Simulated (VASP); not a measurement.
# Ti: single point with PBEsol

Ti:

```
Ti
1.0
     2.84230    0.00000    0.00000
    -0.94743    2.67974    0.00000
    -0.94743   -1.33987    2.32072
Ti
1
Direct
  0.00000 0.00000 0.00000
```

- Program: VASP 6.6.1
- Task: single point
- Functional: PBEsol
- Potentials or basis: VASP PAW PBE potentials, release 64 (Ti_sv)
- Cutoff: 520 eV
- k mesh: 14 × 14 × 14
- Occupations: gaussian, width 0.05 eV
- Spin: no spin polarisation

* Pressure: -6.9 GPa
* Band gap on the k mesh: zero (band 6 reaches 8.74 eV, above the bottom of band 7 at 7.12 eV)

Levels at points of the mesh, in eV from the Fermi level:
| k point | band 4 | band 5 | band 6 | band 7 | band 8 | band 9 |
| --- | --- | --- | --- | --- | --- | --- |
| (0.00, 0.00, 0.00) | -32.29 | -5.90 | 0.98 | 0.98 | 0.98 | 2.72 |
| (0.50, 0.00, 0.00) | -32.29 | -2.40 | -0.37 | 1.12 | 2.70 | 3.04 |
| (0.50, 0.50, 0.50) | -32.73 | -2.03 | -2.03 | 3.86 | 3.86 | 3.86 |

Run time: 6.7 s on 1 thread of Intel(R) Xeon(R) 6975P-C (Granite Rapids) (shared host), peak memory 0.14 GiB.

Caveat: the PAW data sets were made with another functional, which shifts forces and pressure a little.
